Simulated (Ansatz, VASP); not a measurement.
Two plane-wave programs on HfB2

```
Hf B
1.0
     3.10265    0.00000    0.00000
    -1.55132    2.68697    0.00000
     0.00000    0.00000    3.42394
Hf B
1 2
Cartesian
  0.0000 0.0000 0.0000
  0.0000 1.7913 1.7120
  1.5513 0.8957 1.7120
```

Alike in both runs: functional LDA; k mesh 12 × 12 × 9; occupations fermi-dirac, width 0.1 eV; no spin polarisation.

Ansatz relaxed the structure, and its values are those at the end. VASP's run is a single point on that final structure, the one shown.

```csv
,VASP,Ansatz
version,VASP 6.6.1,Ansatz 0.2.0
potentials or method,"VASP PAW LDA potentials, release 64 (Hf_pv, B), cutoff 520 eV",PAW plane waves
valence electrons in the cell,16,32
```

|  | VASP | Ansatz | Ansatz less VASP |
| --- | --- | --- | --- |
| gap on the k mesh at the Fermi level (eV) | none | none | - |
| pressure (GPa) | 0.6 | 0.0 | -0.68 |

Ansatz warns that its potentials were made for another functional, while VASP's fit it. LDA's correlation is that of Perdew and Zunger in VASP and of Perdew and Wang (1992) in Ansatz. A gap of «none» marks a metal or a gap that the smearing closes. VASP's potentials hold 16 valence electrons a cell and Ansatz's 32, so a difference there can come from the potentials and not from the codes.

Neither program's run includes spin-orbit coupling.
